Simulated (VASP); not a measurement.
# WC (P3m1) in VASP: a series of runs

Runs on WC. Level: PBE. Tasks: single point.

All numbers are computed with VASP 6.6.1; they aren't measurements. Logs are shortened: lines on timing, memory, paths and dates and some standing lists are left out, and cuts for length are marked.

## 1. The cell of the first run

The structure is trigonal, space group P3m1 (No. 156). The conventional cell has a = 2.901 Å, b = 2.901 Å, c = 2.829 Å, α = 90.00°, β = 90.00°, γ = 120.00°. W (site symmetry 3m) has 6 C at 2.01 to 2.40 Å within 2.7 Å. Within 2.7 Å of C (site symmetry 3m) lie 6 W at 2.01 to 2.40 Å.

## 2. Single point, PBE (all W atoms moved -0.300 Å, as atom 1 along Cartesian [0 0 1])

The input, INCAR:

```
PREC = Accurate ; ENCUT = 520
EDIFF = 1E-6 ; ISMEAR = 0
SIGMA = 0.15 ; LREAL = False
LASPH = True ; NELM = 80
ALGO = Normal ; ISIF = 2
LWAVE = False ; LCHARG = False
GGA = PE ; NBANDS = 16
```

The input, KPOINTS:

```
Automatic mesh
0
Gamma
  18 18 16
```

The input, POSCAR:

```
WC
1.0
    2.9005014360      0.0000000000      0.0000000000
   -1.4502507180      2.5119079273      0.0000000000
    0.0000000000      0.0000000000      2.8290000000
W C
1 1
Direct
    0.0000000000      0.0000000000     -0.1060445387
    0.6666666667      0.3333333333      0.5000000000
```

Potentials or basis: VASP PAW PBE potentials, release 64 (W_sv, C).

Command:

```
$ cat potpaw_PBE.64/W_sv/POTCAR potpaw_PBE.64/C/POTCAR > POTCAR
$ mpirun -np 1 vasp_std > vasp.out
```

OUTCAR:

```text
PREC = Accurate
   ENCUT = 520
   EDIFF = 1E-6
   ISMEAR = 0
   LREAL = False
   LASPH = True
   NELM = 80
   ISIF = 2
   GGA = PE

 ion  position               nearest neighbor table
   1  0.000  0.000  0.894-   2 2.01   2 2.01   2 2.01   2 2.40   2 2.40   2 2.40
   2  0.667  0.333  0.500-   1 2.01   1 2.01   1 2.01   1 2.40   1 2.40   1 2.40

  LATTYP: Found a hexagonal cell.
 ALAT       =     2.9005014360
 C/A-ratio  =     0.9753485949

  Lattice vectors:

 A1 = (   2.9005014360,   0.0000000000,   0.0000000000)
 A2 = (  -1.4502507180,   2.5119079273,   0.0000000000)
 A3 = (   0.0000000000,   0.0000000000,   2.8290000000)

Analysis of symmetry for initial positions (statically):
=====================================================================
 Subroutine PRICEL returns:
 Original cell was already a primitive cell.

 Routine SETGRP: Setting up the symmetry group for a
 hexagonal supercell.

 Subroutine GETGRP returns: Found  6 space group operations
 (whereof  6 operations were pure point group operations)
 out of a pool of 24 trial point group operations.

The static configuration has the point symmetry C_3v.

Analysis of symmetry for dynamics (positions and initial velocities):
=====================================================================
 Subroutine PRICEL returns:
 Original cell was already a primitive cell.

 Routine SETGRP: Setting up the symmetry group for a
 hexagonal supercell.

 Subroutine GETGRP returns: Found  6 space group operations
 (whereof  6 operations were pure point group operations)
 out of a pool of 24 trial point group operations.

The dynamic configuration has the point symmetry C_3v.

 Subroutine INISYM returns: Found  6 space group operations
 (whereof  6 operations are pure point group operations),
 and found     1 'primitive' translations

----------------------------------------------------------------------------------------

                                     Primitive cell

  volume of cell :      20.6115

  direct lattice vectors                    reciprocal lattice vectors
     2.900501436  0.000000000  0.000000000     0.344767973  0.199051882  0.000000000
    -1.450250718  2.511907927  0.000000000     0.000000000  0.398103764  0.000000000
     0.000000000  0.000000000  2.829000000     0.000000000  0.000000000  0.353481796

  length of vectors
     2.900501436  2.900501436  2.829000000     0.398103764  0.398103764  0.353481796

  position of ions in fractional coordinates (direct lattice)
     0.000000000  0.000000000  0.893955461
     0.666666667  0.333333333  0.500000000

  ion indices of the primitive-cell ions
   primitive index   ion index
                 1           1
                 2           2

----------------------------------------------------------------------------------------

 KPOINTS: Automatic mesh

Automatic generation of k-mesh.
 Grid dimensions read from file:
 generate k-points for:   18   18   16

 Generating k-lattice:

  Cartesian coordinates                     Fractional coordinates (reciprocal lattice)
     0.019153776  0.011058438  0.000000000     0.055555556  0.000000000  0.000000000
     0.000000000  0.022116876  0.000000000     0.000000000  0.055555556  0.000000000
     0.000000000  0.000000000  0.022092612     0.000000000  0.000000000  0.062500000

  Length of vectors
     0.022116876  0.022116876  0.022092612

  Shift w.r.t. Gamma in fractional coordinates (k-lattice)
     0.000000000  0.000000000  0.000000000

 Subroutine IBZKPT returns following result:
 ===========================================

 Found    522 irreducible k-points:

 Following reciprocal coordinates:
            Coordinates               Weight
  0.000000  0.000000  0.000000      1.000000
  0.055556  0.000000  0.000000      6.000000
  0.111111  0.000000  0.000000      6.000000
  0.166667  0.000000  0.000000      6.000000
  0.222222 -0.000000  0.000000      6.000000
  0.277778  0.000000  0.000000      6.000000
[... 16 lines left out ...]
  0.333333  0.111111  0.000000     12.000000
  0.388889  0.111111  0.000000     12.000000
 [... further k-points ...]
   k-points           NKPTS =    522   k-points in BZ     NKDIM =    522   number of bands    NBANDS=     16
   number of dos      NEDOS =    301   number of ions     NIONS =      2
   total plane-waves  NPLWV =  13824
   dimension x,y,z NGX =    24 NGY =   24 NGZ =   24
   dimension x,y,z NGXF=    48 NGYF=   48 NGZF=   48
   ions per type =               1   1
   NGX,Y,Z   is equivalent  to a cutoff of  13.76, 13.76, 14.10 a.u.
   NGXF,Y,Z  is equivalent  to a cutoff of  27.51, 27.51, 28.21 a.u.
 SYSTEM =  unknown system
   PREC   = accura    normal or accurate (medium, high low for compatibility)
   ISTART =      0    job   : 0-new  1-cont  2-samecut
   ICHARG =      2    charge: 1-file 2-atom 10-const
   ISPIN  =      1    spin polarized calculation?
   LNONCOLLINEAR =      F non collinear calculations
   LSORBIT =      F    spin-orbit coupling
   LASPH  =      T    aspherical Exc in radial PAW
   ENCUT  =  520.0 eV  38.22 Ry    6.18 a.u.   5.39  5.39  5.26*2*pi/ulx,y,z
   NELM   =     80;   NELMIN=  2; NELMDL= -5     # of ELM steps
   EDIFF  = 0.1E-05   stopping-criterion for ELM
   LREAL  =      F    real-space projection
   EDIFFG = 0.1E-04   stopping-criterion for IOM
   NSW    =      0    number of steps for IOM
   IBRION =     -1    ionic relax: 0-MD 1-quasi-New 2-CG
   NFREE  =      0    steps in history (QN), initial steepest desc. (CG)
   ISIF   =      2    stress and relaxation
   ISYM   =      2    0-nonsym 1-usesym 2-fastsym
   POTIM  = 0.5000    time-step for ionic-motion
   TEBEG  =    0.0;   TEEND  =   0.0 temperature during run
   PSTRESS=    0.0 pullay stress
   NELECT =      18.0000    total number of electrons
   NUPDOWN=      -1.0000    fix difference up-down
   EMIN   =  10.00;   EMAX   =-10.00  energy-range for DOS
   EFERMI =   0.00;   METHOD = LEGACY
   ISMEAR =     0;   SIGMA  =   0.15  broadening in eV -4-tet -1-fermi 0-gaus
   EFERMI_NEDOS =   21; number of points for ismear=-14 and -15
   IALGO  =     38    algorithm
   IMIX   =      4    mixing-type and parameters
     AMIX     =   0.40;   BMIX     =  1.00
     AMIX_MAG =   1.60;   BMIX_MAG =  1.00
  volume/ion in A,a.u.               =      10.31        69.55
  Fermi-wavevector in a.u.,A,eV,Ry     =   1.564813  2.957068 33.315762  2.448639
  Thomas-Fermi vector in A             =   2.667381
   LORBIT       =      0    0 simple, 1 ext, 2 COOP (PROOUT), +10 PAW based schemes
   GGA     = PE    functional components
   LHFCALC =     F    Hartree Fock is set to
   AEXX    =    0.0000 exact exchange contribution
   IVDW    =     0    specifies the selected vdW correction
   LEPSILON=     F    determine dielectric tensor
   LRPA    =     F    only Hartree local field effects (RPA)
 non-spin polarized calculation
 Gauss-broadening in eV      SIGMA  =   0.15
  energy-cutoff  :      520.00
  volume of cell :       20.61
 maximum number of plane-waves:       580
 NGX is ok and might be reduce to    24
   NGX = 11   NGY = 11   NGZ = 11

 number of electron      18.0000000 magnetization

 Free energy of the ion-electron system (eV)
  ---------------------------------------------------
  ext. energy  EPLUGINS =         0.00000000
  ---------------------------------------------------
  free energy    TOTEN  =       -21.71804182 eV

  energy without entropy =      -21.71438387  energy(sigma->0) =      -21.71621285

 E-fermi :  11.4012     XC(G=0): -13.7826

 val. band max:       11.3950063397   @ k =   0.0556   0.0000   0.3125
 cond. band min:      11.4090991512   @ k =   0.1111   0.0000   0.3125
 fundamental gap:      0.0140928115
 Fermi energy:        11.4011664127

 k-point     1 :       0.0000    0.0000    0.0000
  band No.  band energies     occupation
      1     -62.6644      2.00000
      2     -26.6730      2.00000
      3     -26.6121      2.00000
      4     -26.6121      2.00000
      5      -3.2961      2.00000
      6       5.9521      2.00000
[... 8 lines left out ...]
     15      23.6521      0.00000
     16      28.1675      0.00000

 k-point     2 :       0.0556    0.0000    0.0000
  band No.  band energies     occupation
      1     -62.6625      2.00000
      2     -26.6715      2.00000
      3     -26.6381      2.00000
      4     -26.6184      2.00000
      5      -3.2121      2.00000
      6       5.9701      2.00000
[... 8 lines left out ...]
     15      23.7240      0.00000
     16      28.2224      0.00000

 k-point     3 :       0.1111    0.0000    0.0000
  band No.  band energies     occupation
      1     -62.6571      2.00000
      2     -26.7234      2.00000
      3     -26.6563      2.00000
      4     -26.6364      2.00000
      5      -2.9678      2.00000
      6       5.9422      2.00000
[... 8 lines left out ...]
     15      23.9273      0.00000
     16      28.3379      0.00000

 k-point     4 :       0.1667    0.0000    0.0000
  band No.  band energies     occupation
      1     -62.6488      2.00000
      2     -26.8426      2.00000
      3     -26.6639      2.00000
      4     -26.6425      2.00000
      5      -2.5851      2.00000
      6       5.6880      2.00000
[... 8 lines left out ...]
     15      24.2472      0.00000
     16      28.4515      0.00000
[... 324 lines left out ...]
 k-point    22 :       0.2778    0.1111    0.0000
  band No.  band energies     occupation
      1     -62.6150      2.00000
      2     -27.2732      2.00000
      3     -26.8184      2.00000
      4     -26.5811      2.00000
      5      -0.8411      2.00000
      6       4.5125      2.00000
[... 8 lines left out ...]
     15      26.1489      0.00000
     16      27.9477      0.00000

 k-point    23 :       0.3333    0.1111    0.0000
  band No.  band energies     occupation
      1     -62.6072      2.00000
      2     -27.3693      2.00000
      3     -26.8528      2.00000
      4     -26.5668      2.00000
      5      -0.3855      2.00000
      6       4.3491      2.00000
[... 8 lines left out ...]
     15      26.3815      0.00000
     16      27.2336      0.00000

 k-point    24 :       0.3889    0.1111    0.0000
  band No.  band energies     occupation
      1     -62.6020      2.00000
      2     -27.4313      2.00000
      3     -26.8752      2.00000
      4     -26.5574      2.00000
      5      -0.0752      2.00000
      6       4.2922      2.00000
[... 8 lines left out ...]
     15      25.6223      0.00000
     16      27.5927      0.00000

 [... further k-points ...]
[... 5 lines left out ...]
  --------------------------------------------------------------------------------------
  -------------------------------------------------------------------------------------
  Total        3.8104208      3.8104208      3.9901796      0.0000000     -0.0000000      0.0000000
  in kB      296.1923021    296.1923021    310.1653518      0.0000000     -0.0000000      0.0000000
  external PRESSURE =     300.8499853 kB  Pullay stress =       0.0000000 kB

 VOLUME and BASIS-vectors are now :
 -----------------------------------------------------------------------------
  energy-cutoff  :      520.00
  volume of cell :       20.61
      direct lattice vectors                 reciprocal lattice vectors
     2.900501436  0.000000000  0.000000000     0.344767973  0.199051882  0.000000000
    -1.450250718  2.511907927  0.000000000     0.000000000  0.398103764  0.000000000
     0.000000000  0.000000000  2.829000000     0.000000000  0.000000000  0.353481796

 POSITION                                       TOTAL-FORCE (eV/Angst)
 -----------------------------------------------------------------------------------
      0.00000      0.00000      2.52900         0.000000      0.000000      5.065948
      1.45025      0.83730      1.41450        -0.000000      0.000000     -5.065948
 -----------------------------------------------------------------------------------
    total drift:                               -0.000000      0.000000     -0.000535

  FREE ENERGIE OF THE ION-ELECTRON SYSTEM (eV)
  ---------------------------------------------------
  free  energy   TOTEN  =       -21.7180418180 eV

  energy  without entropy=      -21.7143838739  energy(sigma->0) =      -21.71621285
```

It took 45 s on 1 thread of Intel Xeon 6975P-C (Granite Rapids), shared host; peak memory 0.28 GiB.

What came out:

```
Free energy            : -21.7180 eV
Pressure               : 30.1 GPa
Largest force          : 5.066 eV/Å
Band gap on the k mesh : zero (band 9 reaches 12.77 eV, above the bottom of band 10 at 10.97 eV)
```

Forces in eV/Å, atoms in the order of the input:
```
W    0.000  0.000  5.066
C    0.000  0.000 -5.066
```

Levels at points of the mesh, in eV from the Fermi level:
```
           k point  band 5  band 6  band 7  band 8  band 9  band 10  band 11  band 12  band 13  band 14
(0.00, 0.00, 0.00)  -14.70   -5.45   -4.16   -4.16    1.36     2.68     2.68     6.13     6.61     6.61
(0.50, 0.00, 0.00)  -11.53   -7.22   -4.31   -2.79   -1.62     3.04     4.33     4.49     4.75    11.26
(0.00, 0.00, 0.50)  -11.19   -8.54   -3.26   -3.26   -0.43    -0.43     4.19     5.08     5.08     8.95
(0.50, 0.00, 0.50)  -11.60   -7.17   -4.68   -4.05    0.17     4.05     5.17     6.15     8.81     9.92
```

Caveat: the cell differs from its parent crystal (all W atoms moved -0.300 Å, as atom 1 along Cartesian [0 0 1]); spin-orbit coupling is left out, which moves the levels of the heavy elements; forces of over 1 eV/Å act on the atoms, so gaps and moduli don't describe the material at rest.

(Continued in part 2 of 2.)
